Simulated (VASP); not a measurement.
Wanted: the native input for a VASP 6.6.1 run.

- Task: single point
- Functional: PBE
- Potentials or basis: VASP PAW PBE potentials, release 64 (Al, Ru_pv)
- Cutoff: 520 eV
- k mesh: 14 × 14 × 14
- Occupations: gaussian, width 0.1 eV
- Spin: no spin polarisation
- Dipole correction: no
- Further INCAR settings: ALGO = Fast; EDIFF = 1e-06; NBANDS = 16

The structure of AlRu lies in POSCAR:

```
AlRu
1.0
    3.0040350103      0.0000000000      0.0000000000
    0.0000000000      3.0040350103      0.0000000000
    0.0000000000      0.0000000000      3.0040350103
Al Ru
1 1
Direct
    0.0000000000      0.0000000000      0.0000000000
    0.5000000000      0.5000000000      0.5000000000
```

The input as run:

INCAR

```
ALGO = Fast ; EDIFF = 1E-6
ENCUT = 520 ; GGA = PE
ISIF = 2 ; ISMEAR = 0
LASPH = True ; LCHARG = False
LREAL = False ; LWAVE = False
NBANDS = 16 ; NELM = 100
PREC = Accurate ; SIGMA = 0.1
```

KPOINTS

```
k-points
0
Gamma
  14 14 14
```

Potentials or basis: VASP PAW PBE potentials, release 64 (Al, Ru_pv).

Command:

```console
$ cat potpaw_PBE.64/Al/POTCAR potpaw_PBE.64/Ru_pv/POTCAR > POTCAR
$ mpirun -np 1 vasp_std > vasp.out
```

Results of the run:

| Item | Value |
| --- | --- |
| Pressure | 0.0 GPa |

Wall time 20 s on 1 thread of Intel(R) Xeon(R) Platinum 8488C (Sapphire Rapids) (shared host), peak memory 0.17 GiB.
